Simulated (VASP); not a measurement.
# TiC (Fm-3m) in VASP: elastic constants with PBEsol

Aim: the elastic constants of TiC with PBEsol.

All numbers are computed with VASP 6.6.1; they aren't measurements. Logs are shortened: lines on timing, memory, paths and dates and some standing lists are left out, and cuts for length are marked.

## (1) The cell of the first run

The structure is cubic, space group Fm-3m (No. 225). The conventional cell has a = 4.319 Å, b = 4.319 Å, c = 4.319 Å, α = 90.00°, β = 90.00°, γ = 90.00°. Ti (site symmetry m-3m) has 6 C at 2.16 Å within 2.9 Å. C (site symmetry m-3m) has 6 Ti at 2.16 Å within 2.9 Å.

## (2) Elastic constants, PBEsol

The input, INCAR:

```
  PREC = Accurate
  ENCUT = 600
  EDIFF = 1E-8
  ISMEAR = 1
  SIGMA = 0.1
  LREAL = False
  LASPH = True
  NELM = 100
  ALGO = Normal
  ISIF = 3
  LWAVE = False
  LCHARG = True
  GGA = PS
  NBANDS = 15
  IBRION = 6
  NFREE = 2
  POTIM = 0.015
  NSW = 1
```

The input, KPOINTS:

```
Automatic mesh
0
Gamma
  17 17 17
```

The input, POSCAR:

```
TiC
1.0
    0.0000000000      2.1593000000      2.1593000000
    2.1593000000      0.0000000000      2.1593000000
    2.1593000000      2.1593000000      0.0000000000
Ti C
1 1
Direct
    0.0000000000      0.0000000000      0.0000000000
    0.5000000000      0.5000000000      0.5000000000
```

Potentials or basis: VASP PAW PBE potentials, release 64 (Ti_sv, C).

Launch:

```
> cat potpaw_PBE.64/Ti_sv/POTCAR potpaw_PBE.64/C/POTCAR > POTCAR
> mpirun -np 1 vasp_std > vasp.out
```

OUTCAR:

```text
PREC = Accurate
   ENCUT = 600
   EDIFF = 1E-8
   ISMEAR = 1
   LREAL = False
   LASPH = True
   NELM = 100
   ISIF = 3
   GGA = PS
   IBRION = 6
   NFREE = 2
   POTIM = 0.015
   NSW = 1

 ion  position               nearest neighbor table
   1  0.000  0.000  0.000-   2 2.16   2 2.16   2 2.16   2 2.16   2 2.16   2 2.16
   2  0.500  0.500  0.500-   1 2.16   1 2.16   1 2.16   1 2.16   1 2.16   1 2.16

  LATTYP: Found a face centered cubic cell.
 ALAT       =     4.3186000000

  Lattice vectors:

 A1 = (   0.0000000000,   2.1593000000,   2.1593000000)
 A2 = (   2.1593000000,   0.0000000000,   2.1593000000)
 A3 = (   2.1593000000,   2.1593000000,   0.0000000000)

Analysis of symmetry for initial positions (statically):
=====================================================================
 Subroutine PRICEL returns:
 Original cell was already a primitive cell.

 Routine SETGRP: Setting up the symmetry group for a
 face centered cubic supercell.

 Subroutine GETGRP returns: Found 48 space group operations
 (whereof 48 operations were pure point group operations)
 out of a pool of 48 trial point group operations.

The static configuration has the point symmetry O_h .

Analysis of symmetry for dynamics (positions and initial velocities):
=====================================================================
 Subroutine PRICEL returns:
 Original cell was already a primitive cell.

 Routine SETGRP: Setting up the symmetry group for a
 face centered cubic supercell.

 Subroutine GETGRP returns: Found 48 space group operations
 (whereof 48 operations were pure point group operations)
 out of a pool of 48 trial point group operations.

The dynamic configuration has the point symmetry O_h .

 Subroutine INISYM returns: Found 48 space group operations
 (whereof 48 operations are pure point group operations),
 and found     1 'primitive' translations

----------------------------------------------------------------------------------------

                                     Primitive cell

  volume of cell :      20.1358

  direct lattice vectors                    reciprocal lattice vectors
     0.000000000  2.159300000  2.159300000    -0.231556523  0.231556523  0.231556523
     2.159300000  0.000000000  2.159300000     0.231556523 -0.231556523  0.231556523
     2.159300000  2.159300000  0.000000000     0.231556523  0.231556523 -0.231556523

  length of vectors
     3.053711345  3.053711345  3.053711345     0.401067663  0.401067663  0.401067663

  position of ions in fractional coordinates (direct lattice)
     0.000000000  0.000000000  0.000000000
     0.500000000  0.500000000  0.500000000

  ion indices of the primitive-cell ions
   primitive index   ion index
                 1           1
                 2           2

----------------------------------------------------------------------------------------

 KPOINTS: Automatic mesh

Automatic generation of k-mesh.
 Grid dimensions read from file:
 generate k-points for:   17   17   17

 Generating k-lattice:

  Cartesian coordinates                     Fractional coordinates (reciprocal lattice)
    -0.013620972  0.013620972  0.013620972     0.058823529  0.000000000  0.000000000
[... 113 lines left out ...]
  Direction    XX          YY          ZZ          XY          YZ          ZX
  --------------------------------------------------------------------------------------
  -------------------------------------------------------------------------------------
  Total       -0.5511373     -0.5511373     -0.5511373      0.0000000      0.0000000      0.0000000
  in kB      -43.8532129    -43.8532129    -43.8532129      0.0000000      0.0000000      0.0000000
  external PRESSURE =     -43.8532129 kB  Pullay stress =       0.0000000 kB
[... 89 lines left out ...]
  FREE ENERGIE OF THE ION-ELECTRON SYSTEM (eV)
  ---------------------------------------------------
  free  energy   TOTEN  =       -19.7985079526 eV

  energy  without entropy=      -19.7984665891  energy(sigma->0) =      -19.79849416

[... ionic steps 4 to 14 ...]

--------------------------------------- Ionic step       15  -------------------------------------------

 number of electron      16.0000001 magnetization

------------------------ aborting loop because EDIFF is reached ----------------------------------------
[... 67 lines left out ...]
--------------------------------------- Ionic step       17  -------------------------------------------

 number of electron      16.0000002 magnetization

 Free energy of the ion-electron system (eV)
  ---------------------------------------------------
  ext. energy  EPLUGINS =         0.00000000
  ---------------------------------------------------
  free energy    TOTEN  =       -19.79677240 eV

  energy without entropy =      -19.79668872  energy(sigma->0) =      -19.79674451

 E-fermi :   9.4012     XC(G=0): -12.9062

 val. band max:        9.3803616951   @ k =   0.4706   0.4706   0.0000
 cond. band min:       9.4130303710   @ k =  -0.0588   0.0588   0.0000
 fundamental gap:      0.0326686759
 Fermi energy:         9.4011779090

 k-point     1 :       0.0000    0.0000    0.0000
  band No.  band energies     occupation
      1     -46.8984      2.00000
      2     -23.0208      2.00000
      3     -23.0208      2.00000
      4     -23.0208      2.00000
      5      -3.0025      2.00000
      6      10.0642     -0.00000
      7      10.0642     -0.00000
      8      10.0726     -0.00000
      9      11.0025     -0.00000
     10      11.1299     -0.00000
     11      11.1299     -0.00000
     12      11.1506     -0.00000
     13      11.2708     -0.00000
     14      20.0126      0.00000
[... 401 lines left out ...]
      2     -23.1227      2.00000
      3     -23.0446      2.00000
      4     -23.0249      2.00000
      5      -2.5115      2.00000
      6       8.4183      2.00000
      7       8.7350      2.00000
      8       8.8958      2.00000
      9      10.3549     -0.00000
     10      10.9117     -0.00000
     11      11.9419      0.00000
     12      12.9734      0.00000
     13      14.0350      0.00000
     14      20.7483      0.00000
     15      23.4731      0.00000

 [... further k-points ...]

------------------------ aborting loop because EDIFF is reached ----------------------------------------

  FORCE on cell =-STRESS in cart. coord.  units (eV):
  Direction    XX          YY          ZZ          XY          YZ          ZX
  --------------------------------------------------------------------------------------
  -------------------------------------------------------------------------------------
  Total       -0.5428771     -0.5504478     -0.5504478     -0.0000000      0.0000000      0.0000000
  in kB      -43.1959600    -43.7983492    -43.7983492     -0.0000000      0.0000000      0.0000000
  external PRESSURE =     -43.5975528 kB  Pullay stress =       0.0000000 kB
[... 17 lines left out ...]
  FREE ENERGIE OF THE ION-ELECTRON SYSTEM (eV)
  ---------------------------------------------------
  free  energy   TOTEN  =       -19.7967724003 eV

  energy  without entropy=      -19.7966887153  energy(sigma->0) =      -19.79674451

 INTERNAL STRAIN TENSORS FROM STRAINED CELLS
 ============================================

 INTERNAL STRAIN TENSOR FOR ION    1 for displacements in x,y,z  (eV/Angst):
          X           Y           Z          XY          YZ          ZX
  --------------------------------------------------------------------------------
  x    -0.00000    -0.00000    -0.00000     0.00000     0.00000     0.00000
  y    -0.00000     0.00000     0.00000    -0.00000     0.00000     0.00000
  z     0.00000     0.00000    -0.00000     0.00000    -0.00000     0.00000

 INTERNAL STRAIN TENSORS FROM DISPLACED ATOMS
 ============================================

 INTERNAL STRAIN TENSOR FOR ION    1 for displacements in x,y,z  (eV/Angst):
          X           Y           Z          XY          YZ          ZX
  --------------------------------------------------------------------------------
  x     0.00000     0.00000     0.00000     0.00000     0.00000     0.00000
  y     0.00000     0.00000     0.00000     0.00000     0.00000     0.00000
  z     0.00000     0.00000     0.00000     0.00000     0.00000     0.00000

 INTERNAL STRAIN TENSOR FOR ION    2 for displacements in x,y,z  (eV/Angst):
          X           Y           Z          XY          YZ          ZX
  --------------------------------------------------------------------------------
  x     0.00000     0.00000     0.00000     0.00000     0.00000     0.00000
  y     0.00000     0.00000     0.00000     0.00000     0.00000     0.00000
  z     0.00000     0.00000     0.00000     0.00000     0.00000     0.00000

 Eigenvectors and eigenvalues of the dynamical matrix
 ----------------------------------------------------

   1 f  =   15.586539 THz    97.933113 2PiTHz  519.910981 cm-1    64.460717 meV
             X         Y         Z           dx          dy          dz
      0.000000  0.000000  0.000000     0.447849    0.000000    0.000000
      2.159300  2.159300  2.159300    -0.894109    0.000000    0.000000
[... 21 lines left out ...]
   6 f/i=    0.000412 THz     0.002586 2PiTHz    0.013727 cm-1     0.001702 meV
             X         Y         Z           dx          dy          dz
      0.000000  0.000000  0.000000     0.334653    0.823538   -0.096045
      2.159300  2.159300  2.159300     0.167624    0.412501   -0.048108

--------------------------------------------------------------------------------------------------------

 ELASTIC MODULI CONTR FROM IONIC RELAXATION (kBar)
 Direction    XX          YY          ZZ          XY          YZ          ZX
 --------------------------------------------------------------------------------
 XX           0.0000      0.0000      0.0000      0.0000      0.0000      0.0000
 YY           0.0000      0.0000      0.0000      0.0000      0.0000      0.0000
 ZZ           0.0000      0.0000      0.0000      0.0000      0.0000      0.0000
 XY           0.0000      0.0000      0.0000      0.0000      0.0000      0.0000
 YZ           0.0000      0.0000      0.0000      0.0000      0.0000      0.0000
 ZX           0.0000      0.0000      0.0000      0.0000      0.0000      0.0000
 --------------------------------------------------------------------------------

 TOTAL ELASTIC MODULI (kBar)
 Direction    XX          YY          ZZ          XY          YZ          ZX
 --------------------------------------------------------------------------------
 XX        5144.0658   1213.1603   1213.1603     -0.0000     -0.0000     -0.0000
 YY        1213.1603   5144.0658   1213.1603     -0.0000      0.0000      0.0000
 ZZ        1213.1603   1213.1603   5144.0658     -0.0000      0.0000     -0.0000
 XY          -0.0000     -0.0000     -0.0000   1608.8135     -0.0000      0.0000
 YZ          -0.0000      0.0000      0.0000     -0.0000   1608.8135      0.0000
 ZX          -0.0000      0.0000     -0.0000      0.0000      0.0000   1608.8135
 --------------------------------------------------------------------------------
```

Run time: 14 min. Hardware: 1 thread of Intel Xeon 6975P-C (Granite Rapids), shared host; peak memory 0.85 GiB.

What came out:

* Elastic constants C11, C12, C44: 514, 121, 161 GPa
* Voigt bulk modulus: 252 GPa
* Highest phonon frequency at Γ: 520 cm⁻¹

Phonon frequencies in cm⁻¹ (negative: imaginary):
| q point | frequencies |
| --- | --- |
| (0.000, 0.000, 0.000) | 0 0 0 520 520 520 |

Elastic tensor in Voigt notation (GPa, in the Cartesian axes of the cell as first typed):
```
514 121 121   0   0   0
121 514 121   0   0   0
121 121 514   0   0   0
  0   0   0 161   0   0
  0   0   0   0 161   0
  0   0   0   0   0 161
```

Clamped-ion elastic tensor (GPa):
```
514 121 121   0   0   0
121 514 121   0   0   0
121 121 514   0   0   0
  0   0   0 161   0   0
  0   0   0   0 161   0
  0   0   0   0   0 161
```

Caveat: the cell is under stress, which shifts elastic constants; the PAW data sets were made with another functional, which shifts forces and pressure a little.
